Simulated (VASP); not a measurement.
# Ti in VASP: single point with r2SCAN

Aim: the single point of Ti with r2SCAN.

Everything below comes from runs of VASP 6.6.1. Logs are shortened: lines on timing, memory, paths and dates and some standing lists are left out, and cuts for length are marked.

### 1 The cell of the first run

The typed cell holds 1 atom: a = 2.924 Å, b = 2.924 Å, c = 2.924 Å, α = 120.00°, β = 120.00°, γ = 90.01°.

This isn't the form of Ti at room conditions, which is hcp.

### 2 Single point, r2SCAN

Input file POSCAR:

```
Ti
1.0
   -1.4620383950      1.4620383950      2.0673222905
    1.4620383950     -1.4620383950      2.0673222905
    1.4620383950      1.4620383950     -2.0673222905
Ti
1
Direct
    0.0000000000      0.0000000000      0.0000000000
```

Input file INCAR.step1:

```
SYSTEM = Ti
PREC = Accurate
ENCUT = 520
ISMEAR = 0
SIGMA = 0.15
LREAL = .False.
LASPH = .True.
NELM = 100
NBANDS = 12
GGA = PE
ALGO = Normal
EDIFF = 1E-4
LWAVE = .True.
LCHARG = .False.
```

Input file INCAR.step2:

```
SYSTEM = Ti
PREC = Accurate
ENCUT = 520
EDIFF = 1E-7
ISMEAR = 0
SIGMA = 0.15
LREAL = .False.
LASPH = .True.
NELM = 100
ALGO = Normal
ISIF = 2
LWAVE = .False.
LCHARG = .False.
METAGGA = R2SCAN
LMIXTAU = .True.
NBANDS = 12
ISTART = 1
```

Input file KPOINTS:

```
regular mesh
0
Gamma
  22 22 22
  0 0 0
```

Potentials or basis: VASP PAW PBE potentials, release 64 (Ti_sv).

Command:

```console
$ cat potpaw_PBE.64/Ti_sv/POTCAR > POTCAR
$ cp INCAR.step1 INCAR
$ mpirun -np 1 vasp_std > vasp.out
$ cp INCAR.step2 INCAR
$ mpirun -np 1 vasp_std > vasp.out
```

OUTCAR:

```text
SYSTEM = Ti
   PREC = Accurate
   ENCUT = 520
   EDIFF = 1E-7
   ISMEAR = 0
   LREAL = .False.
   LASPH = .True.
   NELM = 100
   ISIF = 2
   METAGGA = R2SCAN
   ISTART = 1

 ion  position               nearest neighbor table
   1  0.000  0.000  0.000-

  LATTYP: Found a body centered tetragonal cell.
 ALAT       =     2.9240767900
 C/A-ratio  =     1.4140000000

  Lattice vectors:

 A1 = (  -1.4620383950,   1.4620383950,   2.0673222905)
 A2 = (   1.4620383950,  -1.4620383950,   2.0673222905)
 A3 = (   1.4620383950,   1.4620383950,  -2.0673222905)

Analysis of symmetry for initial positions (statically):
=====================================================================
 Subroutine PRICEL returns:
 Original cell was already a primitive cell.

 Routine SETGRP: Setting up the symmetry group for a
 body centered tetragonal supercell.

 Subroutine GETGRP returns: Found 16 space group operations
 (whereof 16 operations were pure point group operations)
 out of a pool of 16 trial point group operations.

The static configuration has the point symmetry D_4h.

Analysis of symmetry for dynamics (positions and initial velocities):
=====================================================================
 Subroutine PRICEL returns:
 Original cell was already a primitive cell.

 Routine SETGRP: Setting up the symmetry group for a
 body centered tetragonal supercell.

 Subroutine GETGRP returns: Found 16 space group operations
 (whereof 16 operations were pure point group operations)
 out of a pool of 16 trial point group operations.

The dynamic configuration has the point symmetry D_4h.

 Subroutine INISYM returns: Found 16 space group operations
 (whereof 16 operations are pure point group operations),
 and found     1 'primitive' translations

----------------------------------------------------------------------------------------

                                     Primitive cell

  volume of cell :      17.6761

  direct lattice vectors                    reciprocal lattice vectors
    -1.462038395  1.462038395  2.067322290     0.000000000  0.341988283  0.241858757
     1.462038395 -1.462038395  2.067322290     0.341988283  0.000000000  0.241858757
     1.462038395  1.462038395 -2.067322290     0.341988283  0.341988283  0.000000000

  length of vectors
     2.923856014  2.923856014  2.923856014     0.418869483  0.418869483  0.483644468

  position of ions in fractional coordinates (direct lattice)
     0.000000000  0.000000000  0.000000000

  ion indices of the primitive-cell ions
   primitive index   ion index
[... 83 lines left out ...]
   PSTRESS=    0.0 pullay stress
   NELECT =      12.0000    total number of electrons
   NUPDOWN=      -1.0000    fix difference up-down
   EMIN   =  10.00;   EMAX   =-10.00  energy-range for DOS
   EFERMI =   0.00;   METHOD = LEGACY
   ISMEAR =     0;   SIGMA  =   0.15  broadening in eV -4-tet -1-fermi 0-gaus
   EFERMI_NEDOS =   21; number of points for ismear=-14 and -15
   IALGO  =     38    algorithm
   IMIX   =      4    mixing-type and parameters
     AMIX     =   0.40;   BMIX     =  1.00
     AMIX_MAG =   1.60;   BMIX_MAG =  1.00
  volume/ion in A,a.u.               =      17.68       119.28
  Fermi-wavevector in a.u.,A,eV,Ry     =   1.438821  2.718977 28.166848  2.070205
  Thomas-Fermi vector in A             =   2.557745
   LORBIT       =      0    0 simple, 1 ext, 2 COOP (PROOUT), +10 PAW based schemes
   METAGGA = R2SCAN    functional components
   LHFCALC =     F    Hartree Fock is set to
   AEXX    =    0.0000 exact exchange contribution
   IVDW    =     0    specifies the selected vdW correction
   LEPSILON=     F    determine dielectric tensor
   LRPA    =     F    only Hartree local field effects (RPA)
 non-spin polarized calculation
 Gauss-broadening in eV      SIGMA  =   0.15
  energy-cutoff  :      520.00
  volume of cell :       17.68
 maximum number of plane-waves:       531
 NGX is ok and might be reduce to    24
   NGX = 11   NGY = 11   NGZ = 11

 number of electron      11.9999999 magnetization

 Free energy of the ion-electron system (eV)
  ---------------------------------------------------
  ext. energy  EPLUGINS =         0.00000000
  ---------------------------------------------------
  free energy    TOTEN  =       -12.88751915 eV

  energy without entropy =      -12.86971805  energy(sigma->0) =      -12.87861860

 E-fermi :   8.0428     XC(G=0): -12.3229

 val. band max:        8.0412649236   @ k =   0.4091   0.0909   0.0000
 cond. band min:       8.0475539284   @ k =   0.4091   0.1818   0.1364
 fundamental gap:      0.0062890048
 Fermi energy:         8.0427876684

 k-point     1 :       0.0000    0.0000    0.0000
  band No.  band energies     occupation
      1     -51.0383      2.00000
      2     -25.8607      2.00000
      3     -25.8606      2.00000
      4     -25.8606      2.00000
      5       1.6135      2.00000
      6       9.0302      0.00000
      7       9.0302      0.00000
      8       9.0314      0.00000
      9      10.7958      0.00000
     10      10.7971      0.00000
     11      23.7323      0.00000
     12      28.5306      0.00000
[... 331 lines left out ...]
 k-point    24 :      -0.4545    0.0455   -0.0000
  band No.  band energies     occupation
      1     -50.9218      2.00000
      2     -26.4920      2.00000
      3     -25.9475      2.00000
      4     -25.9468      2.00000
      5       5.3269      2.00000
      6       8.2195      0.09576
      7       8.9634      0.00000
      8       9.0456      0.00000
      9      11.7395      0.00000
     10      11.7658      0.00000
     11      16.8471      0.00000
     12      23.1534      0.00000

 [... further k-points ...]

------------------------ aborting loop because EDIFF is reached ----------------------------------------

  FORCE on cell =-STRESS in cart. coord.  units (eV):
  Direction    XX          YY          ZZ          XY          YZ          ZX
  --------------------------------------------------------------------------------------
  -------------------------------------------------------------------------------------
  Total       -0.1687867     -0.1687867     -0.1682174      0.0000000     -0.0000000      0.0000000
  in kB      -15.2990003    -15.2990003    -15.2474006      0.0000000     -0.0000000      0.0000000
  external PRESSURE =     -15.2818004 kB  Pullay stress =       0.0000000 kB

 VOLUME and BASIS-vectors are now :
 -----------------------------------------------------------------------------
  energy-cutoff  :      520.00
  volume of cell :       17.68
      direct lattice vectors                 reciprocal lattice vectors
    -1.462038395  1.462038395  2.067322290     0.000000000  0.341988283  0.241858757
     1.462038395 -1.462038395  2.067322290     0.341988283  0.000000000  0.241858757
     1.462038395  1.462038395 -2.067322290     0.341988283  0.341988283  0.000000000

 POSITION                                       TOTAL-FORCE (eV/Angst)
 -----------------------------------------------------------------------------------
      0.00000      0.00000      0.00000         0.000000      0.000000     -0.000000
 -----------------------------------------------------------------------------------
    total drift:                               -0.000000      0.000000      0.000000

  FREE ENERGIE OF THE ION-ELECTRON SYSTEM (eV)
  ---------------------------------------------------
  free  energy   TOTEN  =       -12.8875191466 eV

  energy  without entropy=      -12.8697180475  energy(sigma->0) =      -12.87861860
```

OSZICAR.step1:

```text
N       E                     dE             d eps       ncg     rms          rms(c)
DAV:   1     0.870095152034E+02    0.87010E+02   -0.65429E+03 20080   0.120E+03
DAV:   2    -0.441822357317E+01   -0.91428E+02   -0.89014E+02 20308   0.296E+02
DAV:   3    -0.873832566844E+01   -0.43201E+01   -0.42741E+01 28100   0.655E+01
DAV:   4    -0.883031996374E+01   -0.91994E-01   -0.91906E-01 22504   0.845E+00
DAV:   5    -0.883255549356E+01   -0.22355E-02   -0.22354E-02 24284   0.118E+00    0.818E+00
DAV:   6    -0.779234692897E+01    0.10402E+01   -0.21423E+00 21800   0.217E+01    0.212E+00
DAV:   7    -0.777707800996E+01    0.15269E-01   -0.10242E-01 24564   0.369E+00    0.127E+00
DAV:   8    -0.778555803020E+01   -0.84800E-02   -0.37258E-02 20740   0.253E+00    0.186E-01
DAV:   9    -0.778575702681E+01   -0.19900E-03   -0.46919E-03 25756   0.818E-01    0.851E-02
DAV:  10    -0.778578180341E+01   -0.24777E-04   -0.24195E-04 21052   0.190E-01
   1 F= -.77857818E+01 E0= -.77757760E+01  d E =-.200116E-01
```

Wall time 5.5 min (1 thread of Intel Xeon 6975P-C (Granite Rapids), shared host); peak memory 0.3 GiB.

What came out:

```
Free energy            : -12.8875 eV
Pressure               : -1.5 GPa
Band gap on the k mesh : zero (bands 6 and 7 overlap by 1.45 eV)
```

Caveat: the PAW data sets were made with another functional, which shifts forces and pressure a little.
